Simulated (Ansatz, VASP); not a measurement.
**TiAl: VASP beside Ansatz**

INCAR

```
PREC = Accurate ; ENCUT = 600
EDIFF = 1E-6 ; ISMEAR = 0
SIGMA = 0.1 ; LREAL = False
LASPH = True ; NELM = 80
ALGO = Fast ; ISIF = 3
LWAVE = False ; LCHARG = False
GGA = PS ; IBRION = 2
NSW = 100 ; EDIFFG = -0.005
```

KPOINTS

```
Automatic mesh
0
Gamma
  14 14 14
```

POSCAR

```
TiAl
1.0
    3.1790640000      0.0000000000      0.0000000000
    0.0000000000      3.1790640000      0.0000000000
    0.0000000000      0.0000000000      3.1790640000
Ti Al
1 1
Direct
    0.0000000000      0.0000000000      0.0000000000
    0.5000000000      0.5000000000      0.5000000000
```

Input for Ansatz:

```yaml
crystal:
  lattice:
    - [3.179064, 0.0, 0.0]
    - [0.0, 3.179064, 0.0]
    - [0.0, 0.0, 3.179064]
  atoms:
    - { symbol: Ti, position: [0.0, 0.0, 0.0] }
    - { symbol: Al, position: [0.5, 0.5, 0.5] }
kpoints:
  mp_grid: { grid: [14, 14, 14] }
hamiltonian:
  xc: pbesol
  pseudopotentials: { kind: paw, azcp: { folder: soft_1 } }
scf:
  occupations: { method: gaussian, width: 0.1 }
  convergence: { dr2_threshold: 1.0e-09 }
output:
  forces: true
  eigenvalues: true
  stress: true
relax:
  adjacent_minimum: "off"
  f_tol: 0.005
  max_steps: 80
  cell: { stress_tol: 0.05 }
```

Alike in both runs: task relaxation of cell and atoms; functional PBEsol; k mesh 14 × 14 × 14; occupations gaussian, width 0.1 eV; no spin polarisation.

|  | VASP | Ansatz |
| --- | --- | --- |
| version | VASP 6.6.1 | Ansatz 0.2.0 |
| potentials or method | VASP PAW PBE potentials, release 64 (Ti_sv, Al) | scalar-relativistic, plane waves, PAW |
| plane-wave cutoff (eV) | 600 | 420 |
| valence electrons in the cell | 15 | 15 |

```tsv
	VASP	Ansatz	Ansatz less VASP
gap on the k mesh at the Fermi level, each at its own relaxed structure (eV)	none	none	-
relaxed volume (Å³/atom)	15.73	15.72	-0.011
relaxed length of the cell vector where the two differ most in proportion (Å)	3.157	3.156	-0.0007
```

VASP's potentials were made for PBE, not for PBEsol, and Ansatz warns of the same on its side. A gap of «none» marks a metal or a gap that the smearing closes. Ansatz's warnings: stress scf threshold loose.
